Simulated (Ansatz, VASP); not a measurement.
**Te4O in VASP and in Ansatz**

Contents of INCAR:

```
SYSTEM = Te4O
PREC = Accurate ; ENCUT = 600
EDIFF = 1E-6 ; ISMEAR = 0
SIGMA = 0.1 ; LREAL = .FALSE.
LASPH = .TRUE. ; NELM = 100
ALGO = Normal ; ISIF = 3
LWAVE = .FALSE. ; LCHARG = .FALSE.
GGA = PE ; IBRION = 2
NSW = 90 ; EDIFFG = -0.04
```

Contents of KPOINTS:

```
regular mesh
0
G
  4 4 4
  0 0 0
```

File POSCAR:

```
Te4O
1.0
    5.4381208000      0.0000000000      0.0000000000
    0.0000000000      5.4381208000      0.0000000000
    0.0000000000      0.0000000000      5.4381208000
Te O
4 1
Direct
    0.2500000000      0.2500000000      0.2500000000
    0.7500000000      0.7500000000      0.2500000000
    0.2500000000      0.7500000000      0.7500000000
    0.7500000000      0.2500000000      0.7500000000
    0.0000000000      0.0000000000      0.0000000000
```

Input for Ansatz:

```yaml
crystal:
  lattice:
    - [5.4381208, 0.0, 0.0]
    - [0.0, 5.4381208, 0.0]
    - [0.0, 0.0, 5.4381208]
  atoms:
    - { symbol: Te, position: [0.25, 0.25, 0.25] }
    - { symbol: Te, position: [0.75, 0.75, 0.25] }
    - { symbol: Te, position: [0.25, 0.75, 0.75] }
    - { symbol: Te, position: [0.75, 0.25, 0.75] }
    - { symbol: O, position: [0.0, 0.0, 0.0] }
basis:
  ecutwfc: 420
kpoints:
  mp_grid: { grid: [4, 4, 4] }
hamiltonian:
  xc: pbe
scf:
  occupations: { method: gaussian, width: 0.1 }
  lower_state_search: "off"
output:
  forces: true
  stress: true
  eigenvalues: true
relax:
  adjacent_minimum: "off"
  f_tol: 0.04
  max_steps: 70
  cell: { stress_tol: 0.4 }
```

Change from the starting cell: species swapped into the SnI4 type (P-43m, No. 215).

Alike in both runs: task relaxation of cell and atoms; functional PBE; k mesh 4 × 4 × 4; occupations gaussian, width 0.1 eV; no spin polarisation.

```csv
,VASP,Ansatz
version,VASP 6.6.1,Ansatz 0.2.0
potentials or method,"VASP PAW PBE potentials, release 64 (Te, O), cutoff 600 eV","scalar-relativistic, plane waves, PAW"
valence electrons in the cell,30,70
```

Ansatz gave:

| Quantity | Value |
| --- | --- |
| gap on the k mesh at the Fermi level, each at its own relaxed structure (eV) | none |
| relaxed volume (Å³/atom) | 24.76 |
| relaxed cell length with the largest relative difference (Å) | 4.984 |

Q: Estimate VASP's values.

A: gap on the k mesh at the Fermi level, each at its own relaxed structure (eV): none; relaxed volume (Å³/atom): 24.65; relaxed cell length with the largest relative difference (Å): 4.977.

A gap of «none» marks a metal or a gap that the smearing closes. VASP's potentials hold 30 valence electrons a cell and Ansatz's 70, so a difference there can come from the potentials and not from the codes.

Neither program's run includes spin-orbit coupling. Noted on VASP's run: the volume moved by over 15 % at a fixed basis, so the end points are rough.
